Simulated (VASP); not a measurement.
## MgSe: single point with r2SCAN

The system is MgSe.

```
Mg Se
1.0
     0.00000    2.73627    2.73627
     2.73627    0.00000    2.73627
     2.73627    2.73627    0.00000
Mg Se
1 1
Cartesian
  0.0000 0.0000 0.0000
  2.7363 2.7363 2.7363
```

| Item | Value |
| --- | --- |
| Program | VASP 6.6.1 |
| Task | single point |
| Functional | r2SCAN |
| Potentials or basis | VASP PAW PBE potentials, release 64 (Mg, Se) |
| Cutoff | 660 eV |
| k mesh | 6 × 6 × 6 |
| Occupations | gaussian, width 0.01 eV |
| Spin | no spin polarisation |

The pressure is -0.3 GPa. The band gap on the k mesh is 2.44 eV (least direct gap 3.41 eV).

Levels at points of the mesh, in eV from the valence-band top:
| k point | band 1 | band 2 | band 3 | band 4 | band 5 | band 6 | band 7 | band 8 |
| --- | --- | --- | --- | --- | --- | --- | --- | --- |
| (0.00, 0.00, 0.00) | -13.32 | 0.00 | 0.00 | 0.00 | 3.41 | 8.03 | 8.03 | 8.03 |
| (0.50, 0.00, 0.00) | -12.19 | -4.91 | -0.60 | -0.60 | 4.51 | 6.70 | 6.70 | 9.57 |
| (0.50, 0.50, 0.00) | -11.86 | -4.26 | -1.79 | -1.79 | 2.44 | 4.56 | 12.74 | 13.18 |

Run time: 32 s on 1 thread of Intel(R) Xeon(R) Platinum 8375C CPU @ 2.90GHz (Ice Lake), with other jobs on the host, peak memory 0.18 GiB.

Caveat: the PAW data sets were made with another functional, which shifts forces and pressure a little. A k mesh can miss the band edges.
